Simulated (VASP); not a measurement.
SnS2: single point with HSE06

Crystal: SnS2.

```
Sn S
1.0
     3.80718    0.00000    0.00000
    -1.90359    3.29712    0.00000
     0.00000    0.00000    6.20025
Sn S
1 2
Cartesian
  0.0000 0.0000 0.0000
  0.0000 2.1981 1.4198
  1.9036 1.0990 4.7805
```

This cell differs from its parent crystal: strain +4.0%.

```yaml
Program: VASP 6.6.1
Task: single point
Functional: HSE06
Potentials_or_basis: VASP PAW PBE potentials, release 64 (Sn_d, S)
Cutoff: 400 eV
k_mesh: 6 × 6 × 4
Occupations: gaussian, width 0.01 eV
Spin: no spin polarisation
```

The pressure is -4.4 GPa. The largest force is 0.274 eV/Å and the band gap on the k mesh is 2.24 eV (least direct gap 2.28 eV).

Forces in eV/Å, atoms in the order of the input:
```
Sn   0.000  0.000  0.000
S    0.000  0.000 -0.274
S    0.000  0.000  0.274
```

Stress tensor (GPa, compression positive):
```
-5.98  0.00  0.00
 0.00 -5.98  0.00
 0.00  0.00 -1.30
```

Levels at points of the mesh, in eV from the valence-band top:
```tsv
k point	band 10	band 11	band 12	band 13	band 14	band 15	band 16	band 17
(0.00, 0.00, 0.00)	-0.84	-0.47	-0.47	0.00	2.28	4.22	6.12	6.12
(0.50, 0.00, 0.00)	-2.70	-2.31	-0.62	-0.32	2.30	5.45	7.39	7.45
(0.00, 0.00, 0.50)	-0.87	-0.87	-0.41	-0.41	3.12	4.25	5.97	5.97
(0.50, 0.00, 0.50)	-2.63	-1.75	-0.56	-0.50	2.29	5.70	7.16	7.69
```

Wall time 28 min on 4 MPI ranks on Intel(R) Xeon(R) Platinum 8259CL CPU @ 2.50GHz (Skylake/Cascade Lake), on a shared host, peak memory 0.29 GiB a rank.

Caveat: the cell differs from its parent crystal (strain +4.0%); the cell stands under tension; the PAW data sets were made with another functional, which shifts forces and pressure a little; spin-orbit coupling is left out, which moves the levels of the heavy elements; this functional lacks dispersion, which binds layers or chains, so the pressure and a relaxed spacing across them are unreliable. A k mesh can miss the band edges.
